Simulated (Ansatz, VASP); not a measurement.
# Cs4Zn: VASP beside Ansatz

```
CELL_PARAMETERS angstrom
7.77525 0.00000 0.00000
0.00000 7.77525 0.00000
0.00000 0.00000 7.77525
ATOMIC_POSITIONS crystal
Cs 0.50000 0.00000 0.00000
Cs 0.00000 0.50000 0.00000
Cs 0.00000 0.00000 0.50000
Cs 0.50000 0.50000 0.50000
Zn 0.00000 0.00000 0.00000
```

Alike in both runs: task single point; functional PBE; k mesh 6 × 6 × 6; occupations gaussian, width 0.1 eV; no spin polarisation.

|  | VASP | Ansatz |
| --- | --- | --- |
| version | VASP 6.6.1 | Ansatz 0.2.0 |
| potentials or method | VASP PAW PBE potentials, release 64 (Cs_sv, Zn), cutoff 520 eV | scalar-relativistic, plane waves, PAW |
| valence electrons in the cell | 48 | 48 |

|  | VASP | Ansatz | Ansatz less VASP |
| --- | --- | --- | --- |
| gap on the k mesh at the Fermi level (eV) | none | none | - |
| pressure (GPa) | -0.1 | -0.1 | 0.00 |

A gap of «none» marks a metal or a gap that the smearing closes.

Spin-orbit coupling is off throughout.
